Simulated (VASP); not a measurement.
# KF in VASP: notebook, part 2 of 2

VASP 6.6.1. Earlier steps stand in the parts before.

## Step 4: Electric field gradients, PBEsol (20.26 Å³/atom)

This run uses another cell than the first one, of 20.26 Å³/atom.

INCAR reads:

```
PREC = Accurate ; ENCUT = 520
EDIFF = 1E-8 ; ISMEAR = -1
SIGMA = 0.01 ; LREAL = False
LASPH = True ; NELM = 60
ALGO = Normal ; ISIF = 2
LWAVE = False ; LCHARG = False
GGA = PS ; LEFG = True
NBANDS = 15
```

KPOINTS reads:

```
regular mesh
0
Gamma
  9 9 9
```

POSCAR reads:

```
KF
1.0
    0.0000000000      2.7259348808      2.7259348808
    2.7259348808      0.0000000000      2.7259348808
    2.7259348808      2.7259348808      0.0000000000
K F
1 1
Direct
    0.0000000000      0.0000000000      0.0000000000
    0.5000000000      0.5000000000      0.5000000000
```

Potentials or basis: VASP PAW PBE potentials, release 64 (K_sv, F).

On the command line:

```sh
> cat potpaw_PBE.64/K_sv/POTCAR potpaw_PBE.64/F/POTCAR > POTCAR
> mpirun -np 1 vasp_std > vasp.out
```

OUTCAR:

```text
PREC = Accurate
   ENCUT = 520
   EDIFF = 1E-8
   ISMEAR = -1
   LREAL = False
   LASPH = True
   NELM = 60
   ISIF = 2
   GGA = PS

 ion  position               nearest neighbor table
   1  0.000  0.000  0.000-   2 2.73   2 2.73   2 2.73   2 2.73   2 2.73   2 2.73
   2  0.500  0.500  0.500-   1 2.73   1 2.73   1 2.73   1 2.73   1 2.73   1 2.73

  LATTYP: Found a face centered cubic cell.
 ALAT       =     5.4518697616

  Lattice vectors:

 A1 = (   0.0000000000,   2.7259348808,   2.7259348808)
 A2 = (   2.7259348808,   0.0000000000,   2.7259348808)
 A3 = (   2.7259348808,   2.7259348808,   0.0000000000)

Analysis of symmetry for initial positions (statically):
[... 642 lines left out ...]
  free  energy   TOTEN  =        -8.5009493434 eV

  energy  without entropy=       -8.5009493433  energy(sigma->0) =       -8.50094934

 Electric field gradients (V/A^2)
---------------------------------------------------------------------
 ion       V_xx      V_yy      V_zz      V_xy      V_xz      V_yz
---------------------------------------------------------------------
   1      -0.000    -0.000     0.000    -0.000    -0.000    -0.000
   2       0.000    -0.000     0.000    -0.002    -0.002    -0.002
---------------------------------------------------------------------

 Electric field gradients after diagonalization (V/A^2)
 (convention: |V_zz| > |V_xx| > |V_yy|)
----------------------------------------------------------------------
 ion       V_xx      V_yy      V_zz     asymmetry (V_yy - V_xx)/ V_zz
----------------------------------------------------------------------
   1       0.000     0.000    -0.000       0.000
   2       0.002     0.002    -0.004       0.000
----------------------------------------------------------------------

           NMR quadrupolar parameters

 Cq : quadrupolar parameter    Cq=e*Q*V_zz/h
 eta: asymmetry parameters     (V_yy - V_xx)/ V_zz
 Q  : nuclear electric quadrupole moment in mb (millibarn)
----------------------------------------------------------------------
 ion       Cq(MHz)       eta       Q (mb)
----------------------------------------------------------------------
   1      -0.000       0.000       1.000
   2      -0.000       0.000       1.000
----------------------------------------------------------------------
```

OSZICAR:

```text
N       E                     dE             d eps       ncg     rms          rms(c)
DAV:   1     0.108609604966E+03    0.10861E+03   -0.81871E+03  1050   0.103E+03
DAV:   2    -0.501847060921E+01   -0.11363E+03   -0.10433E+03  1367   0.280E+02
DAV:   3    -0.951314122430E+01   -0.44947E+01   -0.44722E+01  1387   0.495E+01
DAV:   4    -0.964561294374E+01   -0.13247E+00   -0.13246E+00  1455   0.739E+00
DAV:   5    -0.964614047152E+01   -0.52753E-03   -0.52753E-03  1401   0.541E-01    0.581E+00
DAV:   6    -0.854516481830E+01    0.11010E+01   -0.31047E+00  1134   0.134E+01    0.375E+00
DAV:   7    -0.850653043965E+01    0.38634E-01   -0.66865E-02  1288   0.219E+00    0.212E+00
DAV:   8    -0.849859927780E+01    0.79312E-02   -0.54219E-02  1239   0.226E+00    0.213E-01
DAV:   9    -0.850025896794E+01   -0.16597E-02   -0.44179E-03  1267   0.556E-01    0.122E-01
DAV:  10    -0.850069889222E+01   -0.43992E-03   -0.37402E-04  1205   0.166E-01    0.830E-02
DAV:  11    -0.850094865021E+01   -0.24976E-03   -0.23418E-04  1106   0.108E-01    0.140E-02
DAV:  12    -0.850094927465E+01   -0.62444E-06   -0.12048E-05  1333   0.329E-02    0.535E-03
DAV:  13    -0.850094925724E+01    0.17405E-07   -0.28133E-06  1169   0.140E-02    0.233E-03
DAV:  14    -0.850094931604E+01   -0.58797E-07   -0.76460E-08  1344   0.265E-03    0.593E-04
DAV:  15    -0.850094933889E+01   -0.22849E-07   -0.46289E-09   934   0.515E-04    0.100E-04
DAV:  16    -0.850094934337E+01   -0.44756E-08   -0.95471E-10   686   0.278E-04
   1 F= -.85009493E+01 E0= -.85009493E+01  d E =-.156192E-10
```

Wall time 54 s (1 thread of Intel Xeon 8259CL, shared host); peak memory 0.17 GiB.

What came out:

```
Free energy                             : -8.5009 eV
Pressure                                : -2.2 GPa
Band gap on the k mesh                  : 5.74 eV
Largest electric field gradient by atom : zero within the noise of the run
```

Caveat: the PAW data sets were made with another functional, which shifts forces and pressure a little; an odd mesh through Γ misses points on the zone boundary, where band edges can lie.

## Step 5: Electric field gradients, PBEsol (equal xx and yy strain of -1 %)

INCAR reads:

```
SYSTEM = KF
ALGO = Normal
EDIFF = 1E-8
ENCUT = 520
GGA = PS
ISIF = 2
ISMEAR = -1
LASPH = .True.
LCHARG = .False.
LEFG = .True.
LREAL = .False.
LWAVE = .False.
NBANDS = 15
NELM = 60
PREC = Accurate
SIGMA = 0.01
```

KPOINTS reads:

```
k-points
0
Gamma
  9 9 9
  0 0 0
```

POSCAR reads:

```
KF
1.0
    0.0000000000      2.6467650000      2.6735000000
    2.6467650000      0.0000000000      2.6735000000
    2.6467650000      2.6467650000      0.0000000000
K F
1 1
Direct
    0.0000000000      0.0000000000      0.0000000000
    0.5000000000      0.5000000000      0.5000000000
```

Potentials or basis: VASP PAW PBE potentials, release 64 (K_sv, F).

On the command line:

```sh
> cat potpaw_PBE.64/K_sv/POTCAR potpaw_PBE.64/F/POTCAR > POTCAR
> mpirun -np 1 vasp_std > vasp.out
```

OUTCAR:

```text
SYSTEM = KF
   EDIFF = 1E-8
   ENCUT = 520
   GGA = PS
   ISIF = 2
   ISMEAR = -1
   LASPH = .True.
   LREAL = .False.
   NELM = 60
   PREC = Accurate

 ion  position               nearest neighbor table
   1  0.000  0.000  0.000-   2 2.65   2 2.65   2 2.65   2 2.65   2 2.67   2 2.67
   2  0.500  0.500  0.500-   1 2.65   1 2.65   1 2.65   1 2.65   1 2.67   1 2.67

  LATTYP: Found a body centered tetragonal cell.
 ALAT       =     3.7430909594
 C/A-ratio  =     1.4284985479

  Lattice vectors:

 A1 = (  -2.6467650000,   0.0000000000,   2.6735000000)
 A2 = (   2.6467650000,   0.0000000000,   2.6735000000)
 A3 = (   0.0000000000,   2.6467650000,  -2.6735000000)

Analysis of symmetry for initial positions (statically):
=====================================================================
 Subroutine PRICEL returns:
 Original cell was already a primitive cell.

 Routine SETGRP: Setting up the symmetry group for a
[... 622 lines left out ...]
      direct lattice vectors                 reciprocal lattice vectors
     0.000000000  2.646765000  2.673500000    -0.188909858  0.188909858  0.187020759
     2.646765000  0.000000000  2.673500000     0.188909858 -0.188909858  0.187020759
     2.646765000  2.646765000  0.000000000     0.188909858  0.188909858 -0.187020759

 POSITION                                       TOTAL-FORCE (eV/Angst)
 -----------------------------------------------------------------------------------
      0.00000      0.00000      0.00000         0.000000      0.000000      0.000000
      2.64676      2.64676      2.67350        -0.000000     -0.000000      0.000000
 -----------------------------------------------------------------------------------
    total drift:                                0.000000      0.000000      0.000000

  FREE ENERGIE OF THE ION-ELECTRON SYSTEM (eV)
  ---------------------------------------------------
  free  energy   TOTEN  =        -8.5197110826 eV

  energy  without entropy=       -8.5197110826  energy(sigma->0) =       -8.51971108

 Electric field gradients (V/A^2)
---------------------------------------------------------------------
 ion       V_xx      V_yy      V_zz      V_xy      V_xz      V_yz
---------------------------------------------------------------------
   1      -1.349    -1.349     2.698     0.000     0.000     0.000
   2      -0.644    -0.644     1.289     0.007     0.006     0.006
---------------------------------------------------------------------

 Electric field gradients after diagonalization (V/A^2)
 (convention: |V_zz| > |V_xx| > |V_yy|)
----------------------------------------------------------------------
 ion       V_xx      V_yy      V_zz     asymmetry (V_yy - V_xx)/ V_zz
----------------------------------------------------------------------
   1      -1.349    -1.349     2.698       0.000
   2      -0.652    -0.637     1.289       0.011
----------------------------------------------------------------------

           NMR quadrupolar parameters

 Cq : quadrupolar parameter    Cq=e*Q*V_zz/h
 eta: asymmetry parameters     (V_yy - V_xx)/ V_zz
 Q  : nuclear electric quadrupole moment in mb (millibarn)
----------------------------------------------------------------------
 ion       Cq(MHz)       eta       Q (mb)
----------------------------------------------------------------------
   1       0.007       0.000       1.000
   2       0.003       0.011       1.000
----------------------------------------------------------------------
```

Wall time 79 s (1 thread of Intel Xeon 8259CL, shared host); peak memory 0.18 GiB.

What came out:

| Item | Value |
| --- | --- |
| Free energy | -8.5197 eV |
| Pressure | 0.0 GPa |
| Band gap on the k mesh | 6.12 eV |
| Largest electric field gradient by atom | K +2.7; F +1.3 V/Å² |

Stress tensor (GPa, compression positive):
```
 0.16  0.00  0.00
 0.00  0.16  0.00
 0.00  0.00 -0.40
```

Levels at points of the mesh, in eV from the valence-band top:
```
           k point  band 5  band 6  band 7  band 8  band 9  band 10  band 11  band 12
(0.00, 0.00, 0.00)   -9.22   -0.02    0.00    0.00    6.12    10.64    10.70    10.70
```

Electric field gradients, principal values (V/Å²):
| atom | least | middle | greatest (by size) |
| --- | --- | --- | --- |
| 1 K | -1.349 | -1.349 | 2.698 |
| 2 F | -0.637 | -0.652 | 1.289 |

Caveat: the cell differs from its parent crystal (equal xx and yy strain of -1 %); without QUAD_EFG the Cq values of the log hold for a quadrupole moment of 1 mb, not for the nuclei; the PAW data sets were made with another functional, which shifts forces and pressure a little; an odd mesh through Γ misses points on the zone boundary, where band edges can lie.

## Step 6: Electric field gradients, PBEsol (equal xx and yy strain of -1 %)

INCAR reads:

```
  ALGO = Normal
  EDIFF = 1E-8
  ENCUT = 520
  GGA = PS
  ISIF = 2
  ISMEAR = -1
  LASPH = T
  LCHARG = F
  LEFG = T
  LREAL = F
  LWAVE = F
  NBANDS = 15
  NELM = 80
  PREC = Accurate
  SIGMA = 0.01
```

KPOINTS reads:

```
k-points
0
Gamma
  9 9 9
```

POSCAR is that of step 5.

Potentials or basis: VASP PAW PBE potentials, release 64 (K_sv, F).

On the command line:

```sh
> cat potpaw_PBE.64/K_sv/POTCAR potpaw_PBE.64/F/POTCAR > POTCAR
> mpirun -np 1 vasp_std > vasp.out
```

OUTCAR:

```text
EDIFF = 1E-8
   ENCUT = 520
   GGA = PS
   ISIF = 2
   ISMEAR = -1
   LASPH = T
   LREAL = F
   NELM = 80
   PREC = Accurate

 ion  position               nearest neighbor table
   1  0.000  0.000  0.000-   2 2.65   2 2.65   2 2.65   2 2.65   2 2.67   2 2.67
   2  0.500  0.500  0.500-   1 2.65   1 2.65   1 2.65   1 2.65   1 2.67   1 2.67

  LATTYP: Found a body centered tetragonal cell.
 ALAT       =     3.7430909594
 C/A-ratio  =     1.4284985479

  Lattice vectors:

 A1 = (  -2.6467650000,   0.0000000000,   2.6735000000)
 A2 = (   2.6467650000,   0.0000000000,   2.6735000000)
 A3 = (   0.0000000000,   2.6467650000,  -2.6735000000)

Analysis of symmetry for initial positions (statically):
=====================================================================
 Subroutine PRICEL returns:
 Original cell was already a primitive cell.

 Routine SETGRP: Setting up the symmetry group for a
 body centered tetragonal supercell.

 Subroutine GETGRP returns: Found 16 space group operations
 (whereof 16 operations were pure point group operations)
 out of a pool of 16 trial point group operations.

The static configuration has the point symmetry D_4h.

Analysis of symmetry for dynamics (positions and initial velocities):
=====================================================================
 Subroutine PRICEL returns:
 Original cell was already a primitive cell.

 Routine SETGRP: Setting up the symmetry group for a
 body centered tetragonal supercell.

[... 576 lines left out ...]
      3     -12.6498      2.00000
      4     -12.2878      2.00000
      5     -12.2878      2.00000
      6      -3.1167      2.00000
      7      -2.9063      2.00000
      8      -2.9063      2.00000
      9       5.3235      0.00000
     10       7.2515      0.00000
     11       8.9805      0.00000
     12      10.7947      0.00000
     13      11.3300      0.00000
     14      11.3300      0.00000
     15      13.3721      0.00000

 [... further k-points ...]

------------------------ aborting loop because EDIFF is reached ----------------------------------------

  FORCE on cell =-STRESS in cart. coord.  units (eV):
  Direction    XX          YY          ZZ          XY          YZ          ZX
  --------------------------------------------------------------------------------------
  -------------------------------------------------------------------------------------
  Total        0.0370839      0.0370839     -0.0930309      0.0000000     -0.0000000      0.0000000
  in kB        1.5861894      1.5861894     -3.9792085      0.0000000     -0.0000000      0.0000000
  external PRESSURE =      -0.2689432 kB  Pullay stress =       0.0000000 kB

 VOLUME and BASIS-vectors are now :
 -----------------------------------------------------------------------------
  energy-cutoff  :      520.00
  volume of cell :       37.46
      direct lattice vectors                 reciprocal lattice vectors
     0.000000000  2.646765000  2.673500000    -0.188909858  0.188909858  0.187020759
     2.646765000  0.000000000  2.673500000     0.188909858 -0.188909858  0.187020759
     2.646765000  2.646765000  0.000000000     0.188909858  0.188909858 -0.187020759

 POSITION                                       TOTAL-FORCE (eV/Angst)
 -----------------------------------------------------------------------------------
      0.00000      0.00000      0.00000         0.000000      0.000000      0.000000
      2.64676      2.64676      2.67350        -0.000000     -0.000000      0.000000
 -----------------------------------------------------------------------------------
    total drift:                                0.000000      0.000000      0.000000

  FREE ENERGIE OF THE ION-ELECTRON SYSTEM (eV)
  ---------------------------------------------------
  free  energy   TOTEN  =        -8.5197110826 eV

  energy  without entropy=       -8.5197110826  energy(sigma->0) =       -8.51971108

 Electric field gradients (V/A^2)
---------------------------------------------------------------------
 ion       V_xx      V_yy      V_zz      V_xy      V_xz      V_yz
---------------------------------------------------------------------
   1      -1.349    -1.349     2.698     0.000     0.000     0.000
   2      -0.644    -0.644     1.289     0.007     0.006     0.006
---------------------------------------------------------------------

 Electric field gradients after diagonalization (V/A^2)
 (convention: |V_zz| > |V_xx| > |V_yy|)
----------------------------------------------------------------------
 ion       V_xx      V_yy      V_zz     asymmetry (V_yy - V_xx)/ V_zz
----------------------------------------------------------------------
   1      -1.349    -1.349     2.698       0.000
   2      -0.652    -0.637     1.289       0.011
----------------------------------------------------------------------

           NMR quadrupolar parameters

 Cq : quadrupolar parameter    Cq=e*Q*V_zz/h
 eta: asymmetry parameters     (V_yy - V_xx)/ V_zz
 Q  : nuclear electric quadrupole moment in mb (millibarn)
----------------------------------------------------------------------
 ion       Cq(MHz)       eta       Q (mb)
----------------------------------------------------------------------
   1       0.007       0.000       1.000
   2       0.003       0.011       1.000
----------------------------------------------------------------------
```

OSZICAR:

```text
N       E                     dE             d eps       ncg     rms          rms(c)
DAV:   1     0.107504810936E+03    0.10750E+03   -0.82337E+03  2250   0.104E+03
DAV:   2    -0.531966036770E+01   -0.11282E+03   -0.10460E+03  2922   0.283E+02
DAV:   3    -0.952815111032E+01   -0.42085E+01   -0.41910E+01  2948   0.487E+01
DAV:   4    -0.963970519891E+01   -0.11155E+00   -0.11154E+00  3015   0.745E+00
DAV:   5    -0.964137131518E+01   -0.16661E-02   -0.16661E-02  3042   0.763E-01    0.592E+00
DAV:   6    -0.855940986653E+01    0.10820E+01   -0.29698E+00  2411   0.141E+01    0.418E+00
DAV:   7    -0.852492551073E+01    0.34484E-01   -0.67094E-02  2803   0.224E+00    0.238E+00
DAV:   8    -0.851770277978E+01    0.72227E-02   -0.49757E-02  2628   0.221E+00    0.207E-01
DAV:   9    -0.851912565697E+01   -0.14229E-02   -0.43731E-03  2796   0.554E-01    0.121E-01
DAV:  10    -0.851949925494E+01   -0.37360E-03   -0.36926E-04  2488   0.173E-01    0.771E-02
DAV:  11    -0.851971132799E+01   -0.21207E-03   -0.20019E-04  2376   0.105E-01    0.156E-02
DAV:  12    -0.851971084603E+01    0.48195E-06   -0.11491E-05  2888   0.342E-02    0.503E-03
DAV:  13    -0.851971100345E+01   -0.15742E-06   -0.23839E-06  2474   0.134E-02    0.259E-03
DAV:  14    -0.851971104982E+01   -0.46367E-07   -0.63720E-08  2950   0.245E-03    0.521E-04
DAV:  15    -0.851971107553E+01   -0.25714E-07   -0.42967E-09  1956   0.496E-04    0.746E-05
DAV:  16    -0.851971108259E+01   -0.70602E-08   -0.80357E-10  1384   0.236E-04
   1 F= -.85197111E+01 E0= -.85197111E+01  d E =-.708272E-11
```

stdout:

```text
POSCAR found type information on POSCAR K F
 POSCAR found :  2 types and       2 ions
 scaLAPACK will be used
 -----------------------------------------------------------------------------
|                                                                             |
|                                                                             |
|     You enforced a specific xc type in the INCAR file but a different       |
|     I HOPE YOU KNOW WHAT YOU ARE DOING!                                     |
|                                                                             |
 -----------------------------------------------------------------------------

 LDA part: xc-table for (Slater+PW92), standard interpolation
 POSCAR, INCAR and KPOINTS ok, starting setup
 FFT: planning ... GRIDC
 FFT: planning ... GRID_SOFT
 FFT: planning ... GRID
 WAVECAR not read
 entering main loop
ion   1

ion   2
```

It took 62 s on 1 thread of Intel Xeon 8259CL, shared host; peak memory 0.18 GiB.

Results:

- Free energy: -8.5197 eV
- Pressure: 0.0 GPa
- Band gap on the k mesh: 6.12 eV
- Largest electric field gradient by atom: K +2.7; F +1.3 V/Å²

Electric field gradients, principal values (V/Å²):
| atom | least | middle | greatest (by size) |
| --- | --- | --- | --- |
| 1 K | -1.349 | -1.349 | 2.698 |
| 2 F | -0.637 | -0.652 | 1.289 |

Caveat: the cell differs from its parent crystal (equal xx and yy strain of -1 %); without QUAD_EFG the Cq values of the log hold for a quadrupole moment of 1 mb, not for the nuclei; the PAW data sets were made with another functional, which shifts forces and pressure a little; an odd mesh through Γ misses points on the zone boundary, where band edges can lie.

## Step 7: The runs side by side

```tsv
cell	gap on the mesh (eV)	pressure (GPa)
a = 3.768 Å, angles 60.0°, 2 atoms	6.07	-0.4
a = 3.806 Å, angles 60.0°, 2 atoms	5.92	-1.2
a = 3.855 Å, angles 60.0°, 2 atoms	5.74	-2.2
a = 3.762, b = 3.762, c = 3.743 Å, angles 60.2, 60.2, 59.7°, 2 atoms	6.12	0.0
```

Alike in all rows: task electric field gradients; level PBEsol; potentials or basis VASP PAW PBE potentials, release 64 (K_sv, F); no spin polarisation; k mesh 9 × 9 × 9; cutoff (eV) 520; smearing fermi-dirac 0.01 eV.

Caveats: the PAW data sets were made with another functional, which shifts forces and pressure a little; an odd mesh through Γ misses points on the zone boundary, where band edges can lie.

Total energies depend on the potentials used, so only differences within one code and one set of settings carry meaning.
